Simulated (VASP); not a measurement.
Crystal: Pb.

```
Pb
1.0
     0.00000    2.46980    2.46980
     2.46980    0.00000    2.46980
     2.46980    2.46980    0.00000
Pb
1
Direct
  0.00000 0.00000 0.00000
```

Base run:

```yaml
Program: VASP 6.6.1
Functional: PBEsol
Potentials_or_basis: VASP PAW PBE potentials, release 64 (Pb_d)
Cutoff: 520 eV
k_mesh: 13 × 13 × 13
Occupations: fermi-dirac, width 0.08 eV
Spin: no spin polarisation
```

Its results: band gap on the k mesh zero (bands 7 and 8 overlap by 9.16 eV); pressure -0.2 GPa.

The run is repeated on the same cell with these changes: functional from PBEsol to PBE. What comes out?

Band gap on the k mesh zero (bands 7 and 8 overlap by 9.15 eV); pressure 2.7 GPa.

PBE binds less tightly than PBEsol, so the same cell stands under more pressure.

Caveats: spin-orbit coupling is left out, which moves the levels of the heavy elements; the PAW data sets were made with another functional, which shifts forces and pressure a little (at least some runs).
